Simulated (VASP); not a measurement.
# CuPt2 (Fm-3m) in VASP: notebook

CuPt2 is run at these levels: PBE; tasks: single point, relaxation of cell and atoms.

Everything below comes from runs of VASP 6.6.1. Logs are shortened: lines on timing, memory, paths and dates and some standing lists are left out, and cuts for length are marked.

### 1 The cell of the first run

Symmetry: Fm-3m, No. 225, cubic system. The conventional cell has a = 5.530 Å, b = 5.530 Å, c = 5.530 Å, α = 90.00°, β = 90.00°, γ = 90.00°. Within 3.2 Å of Cu (site symmetry m-3m) lie 8 Pt at 2.39 Å. Pt (site symmetry -43m) has 4 Cu at 2.39 Å and 6 Pt at 2.77 Å within 3.2 Å.

### 2 Single point, PBE

Contents of INCAR:

```
SYSTEM = CuPt2
  PREC = Accurate
  ENCUT = 520
  EDIFF = 1E-6
  ISMEAR = 0
  SIGMA = 0.1
  LREAL = .False.
  LASPH = .True.
  NELM = 100
  ALGO = Normal
  ISIF = 2
  LWAVE = .False.
  LCHARG = .False.
  GGA = PE
  NBANDS = 22
```

Contents of KPOINTS:

```
regular mesh
0
Gamma
  6 6 6
  0 0 0
```

Contents of POSCAR:

```
CuPt2
1.0
    0.0000000000      2.7652000506      2.7652000506
    2.7652000506      0.0000000000      2.7652000506
    2.7652000506      2.7652000506      0.0000000000
Cu Pt
1 2
Direct
    0.0000000000      0.0000000000      0.0000000000
    0.2500000000      0.2500000000      0.2500000000
    0.7500000000      0.7500000000      0.7500000000
```

Potentials or basis: VASP PAW PBE potentials, release 64 (Cu, Pt).

Run with:

```bash
cat potpaw_PBE.64/Cu/POTCAR potpaw_PBE.64/Pt/POTCAR > POTCAR
mpirun -np 1 vasp_std > vasp.out
```

OUTCAR:

```text
SYSTEM = CuPt2
   PREC = Accurate
   ENCUT = 520
   EDIFF = 1E-6
   ISMEAR = 0
   LREAL = .False.
   LASPH = .True.
   NELM = 100
   ISIF = 2
   GGA = PE

 ion  position               nearest neighbor table
   1  0.000  0.000  0.000-   3 2.39   3 2.39   3 2.39   2 2.39   2 2.39   2 2.39   3 2.39   2 2.39

   2  0.250  0.250  0.250-   1 2.39   1 2.39   1 2.39   1 2.39   3 2.77   3 2.77   3 2.77   3 2.77
                             3 2.77   3 2.77
   3  0.750  0.750  0.750-   1 2.39   1 2.39   1 2.39   1 2.39   2 2.77   2 2.77   2 2.77   2 2.77
                             2 2.77   2 2.77

  LATTYP: Found a face centered cubic cell.
 ALAT       =     5.5304001012

  Lattice vectors:

 A1 = (   0.0000000000,   2.7652000506,   2.7652000506)
 A2 = (   2.7652000506,   0.0000000000,   2.7652000506)
 A3 = (   2.7652000506,   2.7652000506,   0.0000000000)

Analysis of symmetry for initial positions (statically):
=====================================================================
 Subroutine PRICEL returns:
 Original cell was already a primitive cell.

 Routine SETGRP: Setting up the symmetry group for a
 face centered cubic supercell.

 Subroutine GETGRP returns: Found 48 space group operations
 (whereof 48 operations were pure point group operations)
 out of a pool of 48 trial point group operations.

The static configuration has the point symmetry O_h .

Analysis of symmetry for dynamics (positions and initial velocities):
=====================================================================
 Subroutine PRICEL returns:
 Original cell was already a primitive cell.

 Routine SETGRP: Setting up the symmetry group for a
 face centered cubic supercell.

 Subroutine GETGRP returns: Found 48 space group operations
 (whereof 48 operations were pure point group operations)
 out of a pool of 48 trial point group operations.

The dynamic configuration has the point symmetry O_h .

 Subroutine INISYM returns: Found 48 space group operations
 (whereof 48 operations are pure point group operations),
 and found     1 'primitive' translations

----------------------------------------------------------------------------------------

                                     Primitive cell

  volume of cell :      42.2873

  direct lattice vectors                    reciprocal lattice vectors
     0.000000000  2.765200051  2.765200051    -0.180818744  0.180818744  0.180818744
     2.765200051  0.000000000  2.765200051     0.180818744 -0.180818744  0.180818744
     2.765200051  2.765200051  0.000000000     0.180818744  0.180818744 -0.180818744

  length of vectors
     3.910583414  3.910583414  3.910583414     0.313187252  0.313187252  0.313187252

  position of ions in fractional coordinates (direct lattice)
     0.000000000  0.000000000  0.000000000
     0.250000000  0.250000000  0.250000000
     0.750000000  0.750000000  0.750000000

  ion indices of the primitive-cell ions
   primitive index   ion index
                 1           1
                 2           2
                 3           3

----------------------------------------------------------------------------------------

 KPOINTS: regular mesh

Automatic generation of k-mesh.
 Grid dimensions read from file:
 generate k-points for:    6    6    6

 Generating k-lattice:

  Cartesian coordinates                     Fractional coordinates (reciprocal lattice)
    -0.030136457  0.030136457  0.030136457     0.166666667  0.000000000  0.000000000
     0.030136457 -0.030136457  0.030136457     0.000000000  0.166666667  0.000000000
     0.030136457  0.030136457 -0.030136457     0.000000000  0.000000000  0.166666667

  Length of vectors
     0.052197875  0.052197875  0.052197875

  Shift w.r.t. Gamma in fractional coordinates (k-lattice)
     0.000000000  0.000000000  0.000000000

 Subroutine IBZKPT returns following result:
 ===========================================

 Found     16 irreducible k-points:

 Following reciprocal coordinates:
            Coordinates               Weight
  0.000000  0.000000  0.000000      1.000000
  0.166667  0.000000  0.000000      8.000000
  0.333333  0.000000  0.000000      8.000000
  0.500000  0.000000  0.000000      4.000000
  0.166667  0.166667  0.000000      6.000000
  0.333333  0.166667  0.000000     24.000000
[... 8 lines left out ...]
 -0.333333  0.333333  0.166667     24.000000
 -0.333333  0.500000  0.166667     12.000000
   k-points           NKPTS =     16   k-points in BZ     NKDIM =     16   number of bands    NBANDS=     22
   number of dos      NEDOS =    301   number of ions     NIONS =      3
   total plane-waves  NPLWV =  27000
   dimension x,y,z NGX =    30 NGY =   30 NGZ =   30
   dimension x,y,z NGXF=    60 NGYF=   60 NGZF=   60
   ions per type =               1   2
   NGX,Y,Z   is equivalent  to a cutoff of  12.75, 12.75, 12.75 a.u.
   NGXF,Y,Z  is equivalent  to a cutoff of  25.51, 25.51, 25.51 a.u.
 SYSTEM =  CuPt2
   PREC   = accura    normal or accurate (medium, high low for compatibility)
   ISTART =      0    job   : 0-new  1-cont  2-samecut
   ICHARG =      2    charge: 1-file 2-atom 10-const
   ISPIN  =      1    spin polarized calculation?
   LNONCOLLINEAR =      F non collinear calculations
   LSORBIT =      F    spin-orbit coupling
   LASPH  =      T    aspherical Exc in radial PAW
   ENCUT  =  520.0 eV  38.22 Ry    6.18 a.u.   7.27  7.27  7.27*2*pi/ulx,y,z
   NELM   =    100;   NELMIN=  2; NELMDL= -5     # of ELM steps
   EDIFF  = 0.1E-05   stopping-criterion for ELM
   LREAL  =      F    real-space projection
   EDIFFG = 0.1E-04   stopping-criterion for IOM
   NSW    =      0    number of steps for IOM
   IBRION =     -1    ionic relax: 0-MD 1-quasi-New 2-CG
   NFREE  =      0    steps in history (QN), initial steepest desc. (CG)
   ISIF   =      2    stress and relaxation
   ISYM   =      2    0-nonsym 1-usesym 2-fastsym
   POTIM  = 0.5000    time-step for ionic-motion
   TEBEG  =    0.0;   TEEND  =   0.0 temperature during run
   PSTRESS=    0.0 pullay stress
   NELECT =      31.0000    total number of electrons
   NUPDOWN=      -1.0000    fix difference up-down
   EMIN   =  10.00;   EMAX   =-10.00  energy-range for DOS
   EFERMI =   0.00;   METHOD = LEGACY
   ISMEAR =     0;   SIGMA  =   0.10  broadening in eV -4-tet -1-fermi 0-gaus
   EFERMI_NEDOS =   21; number of points for ismear=-14 and -15
   IALGO  =     38    algorithm
   IMIX   =      4    mixing-type and parameters
     AMIX     =   0.40;   BMIX     =  1.00
     AMIX_MAG =   1.60;   BMIX_MAG =  1.00
  volume/ion in A,a.u.               =      14.10        95.12
  Fermi-wavevector in a.u.,A,eV,Ry     =   1.476133  2.789487 29.646671  2.178969
  Thomas-Fermi vector in A             =   2.590697
   LORBIT       =      0    0 simple, 1 ext, 2 COOP (PROOUT), +10 PAW based schemes
   GGA     = PE    functional components
   LHFCALC =     F    Hartree Fock is set to
   AEXX    =    0.0000 exact exchange contribution
   IVDW    =     0    specifies the selected vdW correction
   LEPSILON=     F    determine dielectric tensor
   LRPA    =     F    only Hartree local field effects (RPA)
 non-spin polarized calculation
 Gauss-broadening in eV      SIGMA  =   0.10
  energy-cutoff  :      520.00
  volume of cell :       42.29
 maximum number of plane-waves:      1158
 NGX is ok and might be reduce to    30
   NGX = 15   NGY = 15   NGZ = 15

 number of electron      30.9999987 magnetization

 Free energy of the ion-electron system (eV)
  ---------------------------------------------------
  ext. energy  EPLUGINS =         0.00000000
  ---------------------------------------------------
  free energy    TOTEN  =       -14.55024860 eV

  energy without entropy =      -14.52826504  energy(sigma->0) =      -14.53925682

 E-fermi :   9.7308     XC(G=0): -13.0604

 val. band max:        9.6863534731   @ k =   0.5000   0.3333   0.1667
 cond. band min:       9.7445087116   @ k =  -0.3333   0.5000   0.1667
 fundamental gap:      0.0581552385
 Fermi energy:         9.7307786964

 k-point     1 :       0.0000    0.0000    0.0000
  band No.  band energies     occupation
      1       0.1451      2.00000
      2       3.5487      2.00000
      3       3.5487      2.00000
      4       4.4922      2.00000
      5       4.4922      2.00000
      6       4.4922      2.00000
[... 14 lines left out ...]
     21      20.9134      0.00000
     22      20.9134      0.00000

 k-point     2 :       0.1667    0.0000    0.0000
  band No.  band energies     occupation
      1       0.6504      2.00000
      2       3.8090      2.00000
      3       3.8090      2.00000
      4       4.3735      2.00000
      5       4.6703      2.00000
      6       4.6704      2.00000
[... 14 lines left out ...]
     21      20.6879      0.00000
     22      20.9171      0.00000

 k-point     3 :       0.3333    0.0000    0.0000
  band No.  band energies     occupation
      1       2.0148      2.00000
      2       4.3926      2.00000
      3       4.5195      2.00000
      4       4.5195      2.00000
      5       5.0374      2.00000
      6       5.0374      2.00000
[... 14 lines left out ...]
     21      20.3107      0.00000
     22      20.9303      0.00000

 k-point     4 :       0.5000    0.0000    0.0000
  band No.  band energies     occupation
      1       3.2353      2.00000
      2       4.5858      2.00000
      3       5.1509      2.00000
      4       5.1509      2.00000
      5       5.1535      2.00000
      6       5.2026      2.00000
[... 14 lines left out ...]
     21      20.1748      0.00000
     22      20.9396      0.00000

 k-point     5 :       0.1667    0.1667    0.0000
  band No.  band energies     occupation
      1       0.7913      2.00000
      2       3.7851      2.00000
      3       3.9413      2.00000
      4       4.2230      2.00000
      5       4.7570      2.00000
      6       4.7570      2.00000
[... 217 lines left out ...]
 k-point    14 :       0.5000    0.3333    0.1667
  band No.  band energies     occupation
      1       2.7254      2.00000
      2       3.8646      2.00000
      3       4.5182      2.00000
      4       4.6065      2.00000
      5       5.2081      2.00000
      6       5.3237      2.00000
[... 14 lines left out ...]
     21      21.4473      0.00000
     22      22.0301      0.00000

 k-point    15 :      -0.3333    0.3333    0.1667
  band No.  band energies     occupation
      1       3.5361      2.00000
      2       3.8372      2.00000
      3       4.1589      2.00000
      4       4.5743      2.00000
      5       5.3524      2.00000
      6       5.7654      2.00000
[... 14 lines left out ...]
     21      21.2315      0.00000
     22      23.8288      0.00000

 k-point    16 :      -0.3333    0.5000    0.1667
  band No.  band energies     occupation
      1       3.5196      2.00000
      2       3.6219      2.00000
      3       3.7583      2.00000
      4       4.8942      2.00000
      5       5.2002      2.00000
      6       5.3877      2.00000
[... 14 lines left out ...]
     21      21.9897      0.00000
     22      24.0878      0.00000

------------------------ aborting loop because EDIFF is reached ----------------------------------------

  FORCE on cell =-STRESS in cart. coord.  units (eV):
  Direction    XX          YY          ZZ          XY          YZ          ZX
  --------------------------------------------------------------------------------------
  -------------------------------------------------------------------------------------
  Total        9.2240032      9.2240032      9.2240032      0.0000000      0.0000000     -0.0000000
  in kB      349.4784211    349.4784211    349.4784211      0.0000000      0.0000000     -0.0000000
  external PRESSURE =     349.4784211 kB  Pullay stress =       0.0000000 kB

 VOLUME and BASIS-vectors are now :
 -----------------------------------------------------------------------------
  energy-cutoff  :      520.00
  volume of cell :       42.29
      direct lattice vectors                 reciprocal lattice vectors
     0.000000000  2.765200051  2.765200051    -0.180818744  0.180818744  0.180818744
     2.765200051  0.000000000  2.765200051     0.180818744 -0.180818744  0.180818744
     2.765200051  2.765200051  0.000000000     0.180818744  0.180818744 -0.180818744

 POSITION                                       TOTAL-FORCE (eV/Angst)
 -----------------------------------------------------------------------------------
      0.00000      0.00000      0.00000         0.000000     -0.000000      0.000000
      1.38260      1.38260      1.38260         0.000000      0.000000      0.000000
      4.14780      4.14780      4.14780        -0.000000     -0.000000     -0.000000
 -----------------------------------------------------------------------------------
    total drift:                                0.000000     -0.000000     -0.000000

  FREE ENERGIE OF THE ION-ELECTRON SYSTEM (eV)
  ---------------------------------------------------
  free  energy   TOTEN  =       -14.5502485980 eV

  energy  without entropy=      -14.5282650369  energy(sigma->0) =      -14.53925682
```

Run time: 21 s. Hardware: 1 thread of AMD EPYC 7R13 (Zen 3), shared host; peak memory 0.14 GiB.

What came out:

```
Free energy : -14.5502 eV
Pressure    : 34.9 GPa
```

Levels at points of the mesh, in eV from the Fermi level:
```csv
k point,band 11,band 12,band 13,band 14,band 15,band 16,band 17,band 18,band 19,band 20
"(0.00, 0.00, 0.00)",-1.81,-0.10,-0.10,-0.10,0.88,0.88,8.54,8.54,8.54,8.59
"(0.50, 0.00, 0.00)",-2.56,-2.10,-1.55,-1.55,-0.75,-0.75,0.23,9.13,9.13,10.37
"(0.50, 0.50, 0.00)",-1.80,-0.66,-0.55,-0.40,-0.40,0.76,1.84,1.84,2.35,7.27
```

Caveat: spin-orbit coupling is left out, which moves the levels of the heavy elements.

(Part 1 of 2 ends here.)
